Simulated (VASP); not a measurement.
# In3GaP2 (P6/mmm) in VASP: further runs, part 2 of 2

VASP 6.6.1. The steps go on from the part before.

### 3 Relaxation of cell and atoms, PBE

This run uses another cell than the first one, of 32.84 Å³/atom.

INCAR

```
PREC = Accurate
ENCUT = 600
EDIFF = 1E-6
ISMEAR = 0
SIGMA = 0.1
LREAL = F
LASPH = T
NELM = 80
ALGO = Normal
ISIF = 3
LWAVE = F
LCHARG = F
GGA = PE
IBRION = 2
NSW = 90
EDIFFG = -0.04
```

KPOINTS

```
Automatic mesh
0
Gamma
  3 3 6
```

POSCAR

```
In3GaP2
1.0
    8.7308345071      0.0000000000      0.0000000000
   -4.3654172535      7.5611244793      0.0000000000
    0.0000000000      0.0000000000      2.9844171525
In Ga P
3 1 2
Direct
    0.5000000000      0.0000000000      0.0000000000
    0.0000000000      0.5000000000      0.0000000000
    0.5000000000      0.5000000000      0.0000000000
    0.0000000000      0.0000000000      0.0000000000
    0.3333333333      0.6666666667      0.0000000000
    0.6666666667      0.3333333333      0.0000000000
```

Potentials or basis: VASP PAW PBE potentials, release 64 (In_d, Ga_d, P).

The run is started by

```console
$ cat potpaw_PBE.64/In_d/POTCAR potpaw_PBE.64/Ga_d/POTCAR potpaw_PBE.64/P/POTCAR > POTCAR
$ mpirun -np 1 vasp_std > vasp.out
```

OUTCAR:

```text
PREC = Accurate
   ENCUT = 600
   EDIFF = 1E-6
   ISMEAR = 0
   LREAL = F
   LASPH = T
   NELM = 80
   ISIF = 3
   GGA = PE
   IBRION = 2
   NSW = 90
   EDIFFG = -0.04

 ion  position               nearest neighbor table
   1  0.500  0.000  0.000-   5 2.52   6 2.52
   2  0.000  0.500  0.000-   5 2.52   6 2.52
   3  0.500  0.500  0.000-   5 2.52   6 2.52
   4  0.000  0.000  0.000-
   5  0.333  0.667  0.000-   1 2.52   2 2.52   3 2.52
   6  0.667  0.333  0.000-   1 2.52   2 2.52   3 2.52

  LATTYP: Found a hexagonal cell.
 ALAT       =     8.7308345071
 C/A-ratio  =     0.3418249596

  Lattice vectors:

 A1 = (   8.7308345071,   0.0000000000,   0.0000000000)
 A2 = (  -4.3654172535,   7.5611244793,   0.0000000000)
 A3 = (   0.0000000000,   0.0000000000,   2.9844171525)

Analysis of symmetry for initial positions (statically):
=====================================================================
 Subroutine PRICEL returns:
 Original cell was already a primitive cell.

 Routine SETGRP: Setting up the symmetry group for a
 hexagonal supercell.

 Subroutine GETGRP returns: Found 24 space group operations
 (whereof 24 operations were pure point group operations)
 out of a pool of 24 trial point group operations.

The static configuration has the point symmetry D_6h.

Analysis of symmetry for dynamics (positions and initial velocities):
=====================================================================
 Subroutine PRICEL returns:
 Original cell was already a primitive cell.

 Routine SETGRP: Setting up the symmetry group for a
 hexagonal supercell.

 Subroutine GETGRP returns: Found 24 space group operations
 (whereof 24 operations were pure point group operations)
 out of a pool of 24 trial point group operations.

The dynamic configuration has the point symmetry D_6h.

 Subroutine INISYM returns: Found 24 space group operations
 (whereof 24 operations are pure point group operations),
 and found     1 'primitive' translations

----------------------------------------------------------------------------------------

                                     Primitive cell

  volume of cell :     197.0161

  direct lattice vectors                    reciprocal lattice vectors
     8.730834507  0.000000000  0.000000000     0.114536589  0.066127730  0.000000000
    -4.365417254  7.561124479  0.000000000     0.000000000  0.132255461  0.000000000
     0.000000000  0.000000000  2.984417152     0.000000000  0.000000000  0.335073801

  length of vectors
     8.730834507  8.730834507  2.984417152     0.132255461  0.132255461  0.335073801

  position of ions in fractional coordinates (direct lattice)
     0.500000000  0.000000000  0.000000000
     1.000000000  0.500000000  0.000000000
     0.500000000  0.500000000  0.000000000
     0.000000000  0.000000000  0.000000000
     0.333333333  0.666666667  0.000000000
     0.666666667  0.333333333  0.000000000

  ion indices of the primitive-cell ions
   primitive index   ion index
                 1           1
                 2           2
                 3           3
                 4           4
                 5           5
                 6           6

----------------------------------------------------------------------------------------

 KPOINTS: Automatic mesh

Automatic generation of k-mesh.
 Grid dimensions read from file:
 generate k-points for:    3    3    6

 Generating k-lattice:

  Cartesian coordinates                     Fractional coordinates (reciprocal lattice)
     0.038178863  0.022042577  0.000000000     0.333333333  0.000000000  0.000000000
     0.000000000  0.044085154  0.000000000     0.000000000  0.333333333  0.000000000
     0.000000000  0.000000000  0.055845634     0.000000000  0.000000000  0.166666667

  Length of vectors
     0.044085154  0.044085154  0.055845634

  Shift w.r.t. Gamma in fractional coordinates (k-lattice)
     0.000000000  0.000000000  0.000000000

 Subroutine IBZKPT returns following result:
 ===========================================

 Found     12 irreducible k-points:

 Following reciprocal coordinates:
            Coordinates               Weight
  0.000000  0.000000  0.000000      1.000000
  0.333333  0.000000  0.000000      6.000000
  0.333333  0.333333  0.000000      2.000000
  0.000000  0.000000  0.166667      2.000000
  0.333333  0.000000  0.166667     12.000000
  0.333333  0.333333  0.166667      4.000000
  0.000000  0.000000  0.333333      2.000000
  0.333333  0.000000  0.333333     12.000000
  0.333333  0.333333  0.333333      4.000000
  0.000000  0.000000  0.500000      1.000000
  0.333333  0.000000  0.500000      6.000000
  0.333333  0.333333  0.500000      2.000000
   k-points           NKPTS =     12   k-points in BZ     NKDIM =     12   number of bands    NBANDS=     37
   number of dos      NEDOS =    301   number of ions     NIONS =      6
   total plane-waves  NPLWV = 117600
   dimension x,y,z NGX =    70 NGY =   70 NGZ =   24
   dimension x,y,z NGXF=   140 NGYF=  140 NGZF=   48
   ions per type =               3   1   2
   NGX,Y,Z   is equivalent  to a cutoff of  13.33, 13.33, 13.37 a.u.
   NGXF,Y,Z  is equivalent  to a cutoff of  26.66, 26.66, 26.74 a.u.
 SYSTEM =  unknown system
   PREC   = accura    normal or accurate (medium, high low for compatibility)
   ISTART =      0    job   : 0-new  1-cont  2-samecut
   ICHARG =      2    charge: 1-file 2-atom 10-const
   ISPIN  =      1    spin polarized calculation?
   LNONCOLLINEAR =      F non collinear calculations
   LSORBIT =      F    spin-orbit coupling
   LASPH  =      T    aspherical Exc in radial PAW
   ENCUT  =  600.0 eV  44.10 Ry    6.64 a.u.  17.44 17.44  5.96*2*pi/ulx,y,z
   NELM   =     80;   NELMIN=  2; NELMDL= -5     # of ELM steps
   EDIFF  = 0.1E-05   stopping-criterion for ELM
   LREAL  =      F    real-space projection
   EDIFFG = -.4E-01   stopping-criterion for IOM
   NSW    =     90    number of steps for IOM
   IBRION =      2    ionic relax: 0-MD 1-quasi-New 2-CG
   NFREE  =      1    steps in history (QN), initial steepest desc. (CG)
   ISIF   =      3    stress and relaxation
   ISYM   =      2    0-nonsym 1-usesym 2-fastsym
   POTIM  = 0.5000    time-step for ionic-motion
   TEBEG  =    0.0;   TEEND  =   0.0 temperature during run
   PSTRESS=    0.0 pullay stress
   NELECT =      62.0000    total number of electrons
   NUPDOWN=      -1.0000    fix difference up-down
   EMIN   =  10.00;   EMAX   =-10.00  energy-range for DOS
   EFERMI =   0.00;   METHOD = LEGACY
   ISMEAR =     0;   SIGMA  =   0.10  broadening in eV -4-tet -1-fermi 0-gaus
   EFERMI_NEDOS =   21; number of points for ismear=-14 and -15
   IALGO  =     38    algorithm
   IMIX   =      4    mixing-type and parameters
     AMIX     =   0.40;   BMIX     =  1.00
     AMIX_MAG =   1.60;   BMIX_MAG =  1.00
  volume/ion in A,a.u.               =      32.84       221.59
  Fermi-wavevector in a.u.,A,eV,Ry     =   1.113537  2.104281 16.870758  1.239966
  Thomas-Fermi vector in A             =   2.250123
   LORBIT       =      0    0 simple, 1 ext, 2 COOP (PROOUT), +10 PAW based schemes
   GGA     = PE    functional components
   LHFCALC =     F    Hartree Fock is set to
   AEXX    =    0.0000 exact exchange contribution
   IVDW    =     0    specifies the selected vdW correction
   LEPSILON=     F    determine dielectric tensor
   LRPA    =     F    only Hartree local field effects (RPA)
 conjugate gradient relaxation of ions
 non-spin polarized calculation
 Gauss-broadening in eV      SIGMA  =   0.10
  energy-cutoff  :      600.00
  volume of cell :      197.02
 maximum number of plane-waves:      6648
 NGX is ok and might be reduce to    70
   NGX = 35   NGY = 35   NGZ = 11

--------------------------------------- Ionic step        1  -------------------------------------------

 number of electron      62.0000012 magnetization

 Free energy of the ion-electron system (eV)
  ---------------------------------------------------
  ext. energy  EPLUGINS =         0.00000000
  ---------------------------------------------------
  free energy    TOTEN  =       -17.68433562 eV

  energy without entropy =      -17.64754083  energy(sigma->0) =      -17.66593823

------------------------ aborting loop because EDIFF is reached ----------------------------------------

  FORCE on cell =-STRESS in cart. coord.  units (eV):
  Direction    XX          YY          ZZ          XY          YZ          ZX
  --------------------------------------------------------------------------------------
  -------------------------------------------------------------------------------------
  Total        3.8935390      3.8935390     -5.9395970      0.0000000     -0.0000000      0.0000000
  in kB       31.6631004     31.6631004    -48.3020867      0.0000000     -0.0000000      0.0000000
  external PRESSURE =       5.0080380 kB  Pullay stress =       0.0000000 kB
[... 185 lines left out ...]
  energy  without entropy=      -18.4574070873  energy(sigma->0) =      -18.46282533

--------------------------------------- Ionic step        6  -------------------------------------------

 number of electron      61.9999985 magnetization

 Free energy of the ion-electron system (eV)
  ---------------------------------------------------
  ext. energy  EPLUGINS =         0.00000000
  ---------------------------------------------------
  free energy    TOTEN  =       -18.46837792 eV

  energy without entropy =      -18.45710257  energy(sigma->0) =      -18.46274025

 E-fermi :   3.4185     XC(G=0):  -8.1683

 val. band max:        3.3749461098   @ k =   0.3333   0.3333   0.1667
 cond. band min:       3.5126941761   @ k =   0.0000   0.0000   0.5000
 fundamental gap:      0.1377480663
 Fermi energy:         3.4185261288

 k-point     1 :       0.0000    0.0000    0.0000
  band No.  band energies     occupation
      1     -11.9849      2.00000
      2     -11.9671      2.00000
      3     -11.9671      2.00000
      4     -11.8415      2.00000
      5     -11.7193      2.00000
      6     -11.7193      2.00000
[... 502 lines left out ...]
  FREE ENERGIE OF THE ION-ELECTRON SYSTEM (eV)
  ---------------------------------------------------
  free  energy   TOTEN  =       -18.4683779218 eV

  energy  without entropy=      -18.4571025710  energy(sigma->0) =      -18.46274025

 reached required accuracy - stopping structural energy minimisation
```

CONTCAR:

```text
In3GaP2
   1.00000000000000
     9.2080089543627768    0.0000000000031554    0.0000000000000000
    -4.6040044771259225    7.9743696726506199    0.0000000000000000
     0.0000000000000000   -0.0000000000000000    2.7355925002892065
  In              Ga              P
     3     1     2
Direct
     0.5000000000000000    0.0000000000000000    0.0000000000000000
     0.0000000000000000    0.5000000000000000    0.0000000000000000
     0.5000000000000000    0.5000000000000000    0.0000000000000000
     0.0000000000000000    0.0000000000000000    0.0000000000000000
     0.3333333332999970    0.6666666667000030    0.0000000000000000
     0.6666666667000030    0.3333333332999970    0.0000000000000000

  0.00000000E+00  0.00000000E+00  0.00000000E+00
  0.00000000E+00  0.00000000E+00  0.00000000E+00
  0.00000000E+00  0.00000000E+00  0.00000000E+00
  0.00000000E+00  0.00000000E+00  0.00000000E+00
  0.00000000E+00  0.00000000E+00  0.00000000E+00
  0.00000000E+00  0.00000000E+00  0.00000000E+00
```

Run time: 4.9 min. Hardware: 1 thread of Intel Xeon 6975P-C (Granite Rapids), shared host; peak memory 0.41 GiB.

Results:

| Quantity | Value |
| --- | --- |
| Free energy | -18.4684 eV |
| Relaxed volume | 33.48 Å³/atom |
| Relaxed cell | a = 9.208 Å, b = 9.208 Å, c = 2.736 Å, α = 90.00°, β = 90.00°, γ = 120.00° |
| Space group after relaxing (to 0.1 Å) | P6/mmm (No. 191) |
| Energy gained by relaxing | 130.7 meV/atom |
| Ionic steps | 6 |
| Pressure after relaxing | 0.1 GPa |
| Band gap on the k mesh | zero (bands 31 and 32 overlap by 1.99 eV) |

The path:
```
step  energy change (eV)  largest force (eV/Å)  pressure (GPa)  volume (Å³)
   1              0.0000                0.0000            0.50       197.02
   2             -0.5901                0.0000           -0.29       199.54
   3              1.8301                0.0000            8.33       201.80
   4             -0.7702                0.0000           -0.06       200.59
   5             -0.7839                0.0000            0.19       200.92
   6             -0.7840                0.0000            0.13       200.87
```

Final structure:
```
In Ga P
1.0
     9.20801    0.00000    0.00000
    -4.60400    7.97437    0.00000
     0.00000    0.00000    2.73559
In Ga P
3 1 2
Direct
  0.50000 0.00000 0.00000
  0.00000 0.50000 0.00000
  0.50000 0.50000 0.00000
  0.00000 0.00000 0.00000
  0.33333 0.66667 0.00000
  0.66667 0.33333 0.00000
```

Levels at points of the mesh, in eV from the Fermi level:
```tsv
k point	band 28	band 29	band 30	band 31	band 32	band 33	band 34	band 35	band 36	band 37
(0.00, 0.00, 0.00)	-4.38	-1.17	-1.17	-0.08	-0.08	0.91	1.29	1.29	2.61	4.14
(0.00, 0.00, 0.50)	-1.73	-1.73	-1.39	-1.39	-1.22	0.09	0.64	2.85	2.85	3.38
```

Caveat: spin-orbit coupling is left out, which moves the levels of the heavy elements.

### 4 Single point, PBE

This run uses another cell than the first one, of 34.00 Å³/atom.

INCAR

```
SYSTEM = In3GaP2
  ALGO = Normal
  EDIFF = 1E-6
  ENCUT = 520
  GGA = PE
  ISIF = 2
  ISMEAR = 0
  LASPH = .True.
  LCHARG = .False.
  LREAL = .False.
  LWAVE = .False.
  NBANDS = 40
  NELM = 80
  PREC = Accurate
  SIGMA = 0.1
```

KPOINTS

```
k-points
0
Gamma
  6 6 14
  0 0 0
```

POSCAR: that of step 3 with these lines changed.

```diff
@@ -2,5 +2,5 @@
 1.0
-    8.7308345071      0.0000000000      0.0000000000
-   -4.3654172535      7.5611244793      0.0000000000
-    0.0000000000      0.0000000000      2.9844171525
+    9.1765280799      0.0000000000      0.0000000000
+   -4.5882640400      7.9471064357      0.0000000000
+    0.0000000000      0.0000000000      2.7976032822
 In Ga P
```

The run is started by

```console
$ cat potpaw_PBE.64/In_d/POTCAR potpaw_PBE.64/Ga_d/POTCAR potpaw_PBE.64/P/POTCAR > POTCAR
$ mpirun -np 1 vasp_std > vasp.out
```

It took 5.1 min on 1 thread of Intel Xeon 6975P-C (Granite Rapids), shared host; peak memory 0.61 GiB.

The run converged. Its results:

* Free energy: -18.0271 eV
* Pressure: 0.0 GPa
* Band gap on the k mesh: zero (bands 31 and 32 overlap by 1.78 eV)

Levels at points of the mesh, in eV from the Fermi level:
```csv
k point,band 28,band 29,band 30,band 31,band 32,band 33,band 34,band 35
"(0.00, 0.00, 0.00)",-4.16,-1.02,-1.02,0.18,0.18,1.14,1.49,1.49
"(0.50, 0.00, 0.00)",-2.21,-1.75,-1.28,0.11,0.17,0.42,0.44,2.29
"(0.00, 0.00, 0.50)",-1.74,-1.74,-1.21,-1.21,-1.09,0.35,0.52,2.73
"(0.50, 0.00, 0.50)",-2.27,-1.64,-1.22,-1.13,-0.65,-0.22,1.42,1.99
```

Caveat: spin-orbit coupling is left out, which moves the levels of the heavy elements.

### 5 Summary

```tsv
task	cell	k mesh	cutoff (eV)	gap on the mesh (eV)	pressure (GPa)	relaxed volume (Å³/atom)
relaxation of cell and atoms	relaxed from a = 6.175, b = 6.175, c = 4.967 Å, angles 90.0, 90.0, 120.0°, 6 atoms	3 × 3 × 4	600	none	0.0	52.25
relaxation of cell and atoms	relaxed from a = 8.731, b = 8.731, c = 2.984 Å, angles 90.0, 90.0, 120.0°, 6 atoms	3 × 3 × 6	600	none	0.1	33.48
single point	a = 9.177, b = 9.177, c = 2.798 Å, angles 90.0, 90.0, 120.0°, 6 atoms	6 × 6 × 14	520	none	0.0	-
```

Alike in all rows: level PBE; potentials or basis VASP PAW PBE potentials, release 64 (In_d, Ga_d, P); no spin polarisation; smearing gaussian 0.1 eV.

Caveats: some runs use coarse meshes; spin-orbit coupling is left out, which moves the levels of the heavy elements; the volume moved by over 15 % at a fixed basis, so the end points are rough (at least some runs); semilocal functionals underestimate gaps, so a narrow gap can read as zero (at least some runs).

Total energies depend on the potentials used, so only differences within one code and one set of settings carry meaning.
